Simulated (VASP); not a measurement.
The system is Ni.

```xyz
1
Lattice="0.0000 1.7619 1.7619 1.7619 0.0000 1.7619 1.7619 1.7619 0.0000" Properties=species:S:1:pos:R:3 pbc="T T T"
Ni    0.0000    0.0000    0.0000
```

* Program: VASP 6.6.1
* Task: relaxation of cell and atoms
* Functional: LDA
* Potentials or basis: VASP PAW LDA potentials, release 64 (Ni)
* Cutoff: 600 eV
* k mesh: 21 × 21 × 21
* Occupations: fermi-dirac, width 0.1 eV
* Spin: collinear spin, ferromagnetic start
* Starting moments: [1.5] μB

At the start: pressure -17.4 GPa; volume 10.94 Å³/atom.

**Question.** Where does the relaxation end?

**Answer.** Over 4 steps the energy falls by 54.1 meV/atom and the volume is 10.03 Å³/atom (-8.3 %); space group Fm-3m (No. 225, to 0.05 Å); moment 0.55 μB per cell.

The path:
| step | energy change (eV) | largest force (eV/Å) | pressure (GPa) | volume (Å³) |
| --- | --- | --- | --- | --- |
| 1 | 0.0000 | 0.0000 | -17.42 | 10.94 |
| 2 | 0.0169 | 0.0000 | 28.14 | 9.16 |
| 3 | -0.0541 | 0.0000 | -0.36 | 10.05 |
| 4 | -0.0541 | 0.0000 | -0.02 | 10.03 |

Final structure:
```yaml
crystal:
  lattice:
    - [0.00000, 1.71192, 1.71192]
    - [1.71192, 0.00000, 1.71192]
    - [1.71192, 1.71192, 0.00000]
  atoms:
    - { symbol: Ni, position: [0.00000, 0.00000, 0.00000] }
```
